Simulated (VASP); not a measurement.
# SnO2 (P6_3/mmc) in VASP: notebook

Runs on SnO2. Level: PBEsol. Tasks: single point.

Program: VASP 6.6.1. These are calculated values, not measurements. Logs are shortened: lines on timing, memory, paths and dates and some standing lists are left out, and cuts for length are marked.

## 1. The cell of the first run

Symmetry: P6_3/mmc, No. 194, hexagonal system. The conventional cell has a = 3.231 Å, b = 3.231 Å, c = 10.791 Å, α = 90.00°, β = 90.00°, γ = 120.00°. Sn (site symmetry -3m) has 6 O at 2.12 Å within 2.8 Å. Within 2.8 Å of O (site symmetry 3m) lie 3 Sn at 2.12 Å and 3 O at 2.76 Å.

## 2. Single point, PBEsol

Input file INCAR:

```
SYSTEM = SnO2
ALGO     = Normal         ! electronic algorithm
EDIFF    = 1E-7           ! SCF threshold, eV
ENCUT    = 520            ! plane-wave cutoff, eV
GGA      = PS             ! functional
ISIF     = 2              ! what is computed and relaxed
ISMEAR   = 1              ! smearing method
LASPH    = .TRUE.         ! aspherical terms in the spheres
LCHARG   = .FALSE.        ! write CHGCAR
LREAL    = .FALSE.        ! projectors in reciprocal space
LWAVE    = .FALSE.        ! write WAVECAR
NBANDS   = 35             ! bands
NELM     = 60             ! most SCF steps
PREC     = Accurate       ! precision mode
SIGMA    = 0.01           ! smearing width, eV
```

Input file KPOINTS:

```
k-points
0
G
  12 12 2
  0 0 0
```

Input file POSCAR:

```
SnO2
1.0
    3.2305756200      0.0000000000      0.0000000000
   -1.6152878100      2.7977605500      0.0000000000
    0.0000000000      0.0000000000     10.7905620000
Sn O
2 4
Direct
    0.0000000000      0.0000000000      0.5000000000
    0.0000000000      0.0000000000      0.0000000000
    0.6666666680      0.3333333298      0.4058619996
    0.6666666680      0.3333333298      0.0941380004
    0.3333333289      0.6666666702      0.5941380004
    0.3333333289      0.6666666702      0.9058619996
```

Potentials or basis: VASP PAW PBE potentials, release 64 (Sn_d, O).

Command:

```sh
$ cat potpaw_PBE.64/Sn_d/POTCAR potpaw_PBE.64/O/POTCAR > POTCAR
$ mpirun -np 1 vasp_std > vasp.out
```

OUTCAR:

```text
SYSTEM = SnO2
   EDIFF = 1E-7
   ENCUT = 520
   GGA = PS
   ISIF = 2
   ISMEAR = 1
   LASPH = .TRUE.
   LREAL = .FALSE.
   NELM = 60
   PREC = Accurate

 ion  position               nearest neighbor table
   1  0.000  0.000  0.500-   5 2.12   3 2.12   3 2.12   5 2.12   3 2.12   5 2.12
   2  0.000  0.000  0.000-   6 2.12   4 2.12   4 2.12   6 2.12   4 2.12   6 2.12
   3  0.667  0.333  0.406-   1 2.12   1 2.12   1 2.12
   4  0.667  0.333  0.094-   2 2.12   2 2.12   2 2.12
   5  0.333  0.667  0.594-   1 2.12   1 2.12   1 2.12
   6  0.333  0.667  0.906-   2 2.12   2 2.12   2 2.12

  LATTYP: Found a hexagonal cell.
 ALAT       =     3.2305756200
 C/A-ratio  =     3.3401360220

  Lattice vectors:

 A1 = (   3.2305756200,   0.0000000000,   0.0000000000)
 A2 = (  -1.6152878100,   2.7977605500,   0.0000000000)
 A3 = (   0.0000000000,   0.0000000000,  10.7905620000)

Analysis of symmetry for initial positions (statically):
=====================================================================
 Subroutine PRICEL returns:
 Original cell was already a primitive cell.

 Routine SETGRP: Setting up the symmetry group for a
 hexagonal supercell.

 Subroutine GETGRP returns: Found 24 space group operations
 (whereof 12 operations were pure point group operations)
 out of a pool of 24 trial point group operations.

The static configuration has the point symmetry D_3d.
 The point group associated with its full space group is D_6h.

Analysis of symmetry for dynamics (positions and initial velocities):
=====================================================================
 Subroutine PRICEL returns:
 Original cell was already a primitive cell.

 Routine SETGRP: Setting up the symmetry group for a
 hexagonal supercell.

 Subroutine GETGRP returns: Found 24 space group operations
 (whereof 12 operations were pure point group operations)
 out of a pool of 24 trial point group operations.

The dynamic configuration has the point symmetry D_3d.
 The point group associated with its full space group is D_6h.

 Subroutine INISYM returns: Found 24 space group operations
 (whereof 12 operations are pure point group operations),
 and found     1 'primitive' translations

----------------------------------------------------------------------------------------

                                     Primitive cell

  volume of cell :      97.5292
[... 92 lines left out ...]
   LNONCOLLINEAR =      F non collinear calculations
   LSORBIT =      F    spin-orbit coupling
   LASPH  =      T    aspherical Exc in radial PAW
   ENCUT  =  520.0 eV  38.22 Ry    6.18 a.u.   6.01  6.01 20.06*2*pi/ulx,y,z
   NELM   =     60;   NELMIN=  2; NELMDL= -5     # of ELM steps
   EDIFF  = 0.1E-06   stopping-criterion for ELM
   LREAL  =      F    real-space projection
   EDIFFG = 0.1E-05   stopping-criterion for IOM
   NSW    =      0    number of steps for IOM
   IBRION =     -1    ionic relax: 0-MD 1-quasi-New 2-CG
   NFREE  =      0    steps in history (QN), initial steepest desc. (CG)
   ISIF   =      2    stress and relaxation
   ISYM   =      2    0-nonsym 1-usesym 2-fastsym
   POTIM  = 0.5000    time-step for ionic-motion
   TEBEG  =    0.0;   TEEND  =   0.0 temperature during run
   PSTRESS=    0.0 pullay stress
   NELECT =      52.0000    total number of electrons
   NUPDOWN=      -1.0000    fix difference up-down
   EMIN   =  10.00;   EMAX   =-10.00  energy-range for DOS
   EFERMI =   0.00;   METHOD = LEGACY
   ISMEAR =     1;   SIGMA  =   0.01  broadening in eV -4-tet -1-fermi 0-gaus
   EFERMI_NEDOS =   21; number of points for ismear=-14 and -15
   IALGO  =     38    algorithm
   IMIX   =      4    mixing-type and parameters
     AMIX     =   0.40;   BMIX     =  1.00
     AMIX_MAG =   1.60;   BMIX_MAG =  1.00
  volume/ion in A,a.u.               =      16.25       109.69
  Fermi-wavevector in a.u.,A,eV,Ry     =   1.327490  2.508591 23.976574  1.762228
  Thomas-Fermi vector in A             =   2.456798
   LORBIT       =      0    0 simple, 1 ext, 2 COOP (PROOUT), +10 PAW based schemes
   GGA     = PS    functional components
   LHFCALC =     F    Hartree Fock is set to
   AEXX    =    0.0000 exact exchange contribution
   IVDW    =     0    specifies the selected vdW correction
   LEPSILON=     F    determine dielectric tensor
   LRPA    =     F    only Hartree local field effects (RPA)
 non-spin polarized calculation
 Methfessel and Paxton  Order N= 1 SIGMA  =   0.01
  energy-cutoff  :      520.00
  volume of cell :       97.53
 maximum number of plane-waves:      2670
   NGX = 13   NGY = 13   NGZ = 41

 number of electron      51.9999995 magnetization

 Free energy of the ion-electron system (eV)
  ---------------------------------------------------
  ext. energy  EPLUGINS =         0.00000000
  ---------------------------------------------------
  free energy    TOTEN  =       -38.51401644 eV

  energy without entropy =      -38.51406158  energy(sigma->0) =      -38.51403148

 E-fermi :   1.9967     XC(G=0):  -9.3493

 val. band max:        1.9904657510   @ k =   0.2500   0.2500   0.0000
 cond. band min:       4.0373899667   @ k =   0.0000   0.0000   0.0000
 fundamental gap:      2.0469242157
 Fermi energy:         1.9966513095

 k-point     1 :       0.0000    0.0000    0.0000
  band No.  band energies     occupation
      1     -17.9478      2.00000
      2     -17.9471      2.00000
      3     -17.7242      2.00000
      4     -17.7242      2.00000
      5     -17.7241      2.00000
      6     -17.7241      2.00000
[... 901 lines left out ...]
     34      13.3847      0.00000
     35      14.2448      0.00000

 [... further k-points ...]
[... 5 lines left out ...]
  --------------------------------------------------------------------------------------
  -------------------------------------------------------------------------------------
  Total       -2.9309804     -2.9309804     -1.1177854      0.0000000      0.0000000      0.0000000
  in kB      -48.1491896    -48.1491894    -18.3626129      0.0000000      0.0000000      0.0000000
  external PRESSURE =     -38.2203307 kB  Pullay stress =       0.0000000 kB

 VOLUME and BASIS-vectors are now :
 -----------------------------------------------------------------------------
  energy-cutoff  :      520.00
  volume of cell :       97.53
      direct lattice vectors                 reciprocal lattice vectors
     3.230575620  0.000000000  0.000000000     0.309542360  0.178714365  0.000000000
    -1.615287810  2.797760550  0.000000000     0.000000000  0.357428730  0.000000000
     0.000000000  0.000000000 10.790562000     0.000000000  0.000000000  0.092673579

 POSITION                                       TOTAL-FORCE (eV/Angst)
 -----------------------------------------------------------------------------------
      0.00000      0.00000      5.39528         0.000000     -0.000000     -0.000000
      0.00000      0.00000      0.00000         0.000000     -0.000000     -0.000000
      1.61529      0.93259      4.37948         0.000000      0.000000      0.334950
      1.61529      0.93259      1.01580        -0.000000      0.000000     -0.334950
     -0.00000      1.86517      6.41108        -0.000000     -0.000000     -0.334950
     -0.00000      1.86517      9.77476         0.000000      0.000000      0.334950
 -----------------------------------------------------------------------------------
    total drift:                                0.000023      0.000000      0.000000

  FREE ENERGIE OF THE ION-ELECTRON SYSTEM (eV)
  ---------------------------------------------------
  free  energy   TOTEN  =       -38.5140164355 eV

  energy  without entropy=      -38.5140615773  energy(sigma->0) =      -38.51403148
```

OSZICAR:

```text
N       E                     dE             d eps       ncg     rms          rms(c)
DAV:   1     0.636032285072E+03    0.63603E+03   -0.25592E+04  2905   0.209E+03
DAV:   2     0.640141467594E+02   -0.57202E+03   -0.53809E+03  2924   0.586E+02
DAV:   3    -0.378178857534E+02   -0.10183E+03   -0.99615E+02  2934   0.208E+02
DAV:   4    -0.435791876764E+02   -0.57613E+01   -0.57176E+01  3337   0.548E+01
DAV:   5    -0.437305583160E+02   -0.15137E+00   -0.15119E+00  3315   0.924E+00    0.140E+01
DAV:   6    -0.385285250237E+02    0.52020E+01   -0.15424E+01  4090   0.622E+01    0.608E+00
DAV:   7    -0.385694736384E+02   -0.40949E-01   -0.18876E+00  2891   0.785E+00    0.312E+00
DAV:   8    -0.385206907769E+02    0.48783E-01   -0.19480E-01  3989   0.352E+00    0.892E-01
DAV:   9    -0.385120989698E+02    0.85918E-02   -0.29883E-02  4010   0.261E+00    0.132E-01
DAV:  10    -0.385138533281E+02   -0.17544E-02   -0.61769E-03  3454   0.805E-01    0.746E-02
DAV:  11    -0.385139691704E+02   -0.11584E-03   -0.60619E-04  4203   0.273E-01    0.233E-02
DAV:  12    -0.385140138172E+02   -0.44647E-04   -0.66985E-05  3155   0.499E-02    0.154E-02
DAV:  13    -0.385140157529E+02   -0.19356E-05   -0.92846E-06  4048   0.265E-02    0.251E-03
DAV:  14    -0.385140163510E+02   -0.59818E-06   -0.21041E-06  3643   0.146E-02    0.233E-03
DAV:  15    -0.385140164355E+02   -0.84477E-07   -0.21631E-07  2917   0.293E-03
   1 F= -.38514016E+02 E0= -.38514031E+02  d E =0.451418E-04
```

Wall time 84 s (1 thread of Intel Xeon Platinum 8375C at 2.90GHz (Ice Lake), shared host); peak memory 0.26 GiB.

What came out:

```yaml
Free_energy: -38.5140 eV
Pressure: -3.8 GPa
Largest_force: 0.335 eV/Å
Band_gap_on_the_k_mesh: 2.05 eV, indirect (least direct gap 2.45 eV)
```

Forces in eV/Å, atoms in the order of the input:
```
Sn   0.000  0.000  0.000
Sn   0.000  0.000  0.000
O    0.000  0.000  0.335
O    0.000  0.000 -0.335
O    0.000  0.000 -0.335
O    0.000  0.000  0.335
```

Caveat: the PAW data sets were made with another functional, which shifts forces and pressure a little; spin-orbit coupling is left out, which moves the levels of the heavy elements. A k mesh can miss the band edges.

## 3. Single point, PBEsol

Input file INCAR:

```
PREC = Accurate ; ENCUT = 520
EDIFF = 1E-7 ; ISMEAR = 1
SIGMA = 0.01 ; LREAL = False
LASPH = True ; NELM = 100
ALGO = Normal ; ISIF = 2
LWAVE = False ; LCHARG = False
GGA = PS ; NBANDS = 35
```

Input file KPOINTS:

```
Automatic mesh
0
Gamma
  12 12 4
```

POSCAR is that of step 2.

Potentials or basis: VASP PAW PBE potentials, release 64 (Sn_d, O).

Command:

```sh
$ cat potpaw_PBE.64/Sn_d/POTCAR potpaw_PBE.64/O/POTCAR > POTCAR
$ mpirun -np 1 vasp_std > vasp.out
```

OUTCAR:

```text
PREC = Accurate
   ENCUT = 520
   EDIFF = 1E-7
   ISMEAR = 1
   LREAL = False
   LASPH = True
   NELM = 100
   ISIF = 2
   GGA = PS

 ion  position               nearest neighbor table
   1  0.000  0.000  0.500-   5 2.12   3 2.12   3 2.12   5 2.12   3 2.12   5 2.12
   2  0.000  0.000  0.000-   6 2.12   4 2.12   4 2.12   6 2.12   4 2.12   6 2.12
   3  0.667  0.333  0.406-   1 2.12   1 2.12   1 2.12
   4  0.667  0.333  0.094-   2 2.12   2 2.12   2 2.12
   5  0.333  0.667  0.594-   1 2.12   1 2.12   1 2.12
   6  0.333  0.667  0.906-   2 2.12   2 2.12   2 2.12

  LATTYP: Found a hexagonal cell.
 ALAT       =     3.2305756200
 C/A-ratio  =     3.3401360220

  Lattice vectors:

 A1 = (   3.2305756200,   0.0000000000,   0.0000000000)
 A2 = (  -1.6152878100,   2.7977605500,   0.0000000000)
 A3 = (   0.0000000000,   0.0000000000,  10.7905620000)

Analysis of symmetry for initial positions (statically):
=====================================================================
 Subroutine PRICEL returns:
 Original cell was already a primitive cell.

 Routine SETGRP: Setting up the symmetry group for a
 hexagonal supercell.

 Subroutine GETGRP returns: Found 24 space group operations
 (whereof 12 operations were pure point group operations)
 out of a pool of 24 trial point group operations.

The static configuration has the point symmetry D_3d.
 The point group associated with its full space group is D_6h.

Analysis of symmetry for dynamics (positions and initial velocities):
=====================================================================
 Subroutine PRICEL returns:
 Original cell was already a primitive cell.

 Routine SETGRP: Setting up the symmetry group for a
 hexagonal supercell.

[... 125 lines left out ...]
   NUPDOWN=      -1.0000    fix difference up-down
   EMIN   =  10.00;   EMAX   =-10.00  energy-range for DOS
   EFERMI =   0.00;   METHOD = LEGACY
   ISMEAR =     1;   SIGMA  =   0.01  broadening in eV -4-tet -1-fermi 0-gaus
   EFERMI_NEDOS =   21; number of points for ismear=-14 and -15
   IALGO  =     38    algorithm
   IMIX   =      4    mixing-type and parameters
     AMIX     =   0.40;   BMIX     =  1.00
     AMIX_MAG =   1.60;   BMIX_MAG =  1.00
  volume/ion in A,a.u.               =      16.25       109.69
  Fermi-wavevector in a.u.,A,eV,Ry     =   1.327490  2.508591 23.976574  1.762228
  Thomas-Fermi vector in A             =   2.456798
   LORBIT       =      0    0 simple, 1 ext, 2 COOP (PROOUT), +10 PAW based schemes
   GGA     = PS    functional components
   LHFCALC =     F    Hartree Fock is set to
   AEXX    =    0.0000 exact exchange contribution
   IVDW    =     0    specifies the selected vdW correction
   LEPSILON=     F    determine dielectric tensor
   LRPA    =     F    only Hartree local field effects (RPA)
 non-spin polarized calculation
 Methfessel and Paxton  Order N= 1 SIGMA  =   0.01
  energy-cutoff  :      520.00
  volume of cell :       97.53
 maximum number of plane-waves:      2670
   NGX = 13   NGY = 13   NGZ = 41

 number of electron      51.9999995 magnetization

 Free energy of the ion-electron system (eV)
  ---------------------------------------------------
  ext. energy  EPLUGINS =         0.00000000
  ---------------------------------------------------
  free energy    TOTEN  =       -38.51402175 eV

  energy without entropy =      -38.51404432  energy(sigma->0) =      -38.51402928

 E-fermi :   1.9966     XC(G=0):  -9.3493

 val. band max:        1.9904384539   @ k =   0.2500   0.2500   0.0000
 cond. band min:       4.0373756291   @ k =   0.0000   0.0000   0.0000
 fundamental gap:      2.0469371752
 Fermi energy:         1.9966242239

 k-point     1 :       0.0000    0.0000    0.0000
  band No.  band energies     occupation
      1     -17.9478      2.00000
      2     -17.9471      2.00000
      3     -17.7242      2.00000
      4     -17.7242      2.00000
      5     -17.7241      2.00000
      6     -17.7241      2.00000
[... 901 lines left out ...]
     34      13.6574      0.00000
     35      14.1495      0.00000

 [... further k-points ...]
[... 5 lines left out ...]
  --------------------------------------------------------------------------------------
  -------------------------------------------------------------------------------------
  Total       -2.9307695     -2.9307694     -1.1176524     -0.0000000     -0.0000000      0.0000000
  in kB      -48.1457239    -48.1457237    -18.3604285     -0.0000000     -0.0000000      0.0000000
  external PRESSURE =     -38.2172920 kB  Pullay stress =       0.0000000 kB

 VOLUME and BASIS-vectors are now :
 -----------------------------------------------------------------------------
  energy-cutoff  :      520.00
  volume of cell :       97.53
      direct lattice vectors                 reciprocal lattice vectors
     3.230575620  0.000000000  0.000000000     0.309542360  0.178714365  0.000000000
    -1.615287810  2.797760550  0.000000000     0.000000000  0.357428730  0.000000000
     0.000000000  0.000000000 10.790562000     0.000000000  0.000000000  0.092673579

 POSITION                                       TOTAL-FORCE (eV/Angst)
 -----------------------------------------------------------------------------------
      0.00000      0.00000      5.39528        -0.000000      0.000000     -0.000000
      0.00000      0.00000      0.00000        -0.000000      0.000000     -0.000000
      1.61529      0.93259      4.37948        -0.000000     -0.000000      0.334802
      1.61529      0.93259      1.01580        -0.000000      0.000000     -0.334802
     -0.00000      1.86517      6.41108         0.000000     -0.000000     -0.334802
     -0.00000      1.86517      9.77476         0.000000      0.000000      0.334802
 -----------------------------------------------------------------------------------
    total drift:                                0.000023      0.000000      0.000000

  FREE ENERGIE OF THE ION-ELECTRON SYSTEM (eV)
  ---------------------------------------------------
  free  energy   TOTEN  =       -38.5140217547 eV

  energy  without entropy=      -38.5140443242  energy(sigma->0) =      -38.51402928
```

Wall time 2.1 min (1 thread of Intel Xeon Platinum 8375C at 2.90GHz (Ice Lake), shared host); peak memory 0.29 GiB.

Results:

```
Free energy            : -38.5140 eV
Pressure               : -3.8 GPa
Largest force          : 0.335 eV/Å
Band gap on the k mesh : 2.05 eV, indirect (least direct gap 2.45 eV)
```

Forces in eV/Å, atoms in the order of the input:
```
Sn   0.000  0.000  0.000
Sn   0.000  0.000  0.000
O    0.000  0.000  0.335
O    0.000  0.000 -0.335
O    0.000  0.000 -0.335
O    0.000  0.000  0.335
```

Stress tensor (GPa, compression positive):
```
-4.81  0.00  0.00
 0.00 -4.81  0.00
 0.00  0.00 -1.84
```

Caveat: the PAW data sets were made with another functional, which shifts forces and pressure a little; spin-orbit coupling is left out, which moves the levels of the heavy elements. A k mesh can miss the band edges.
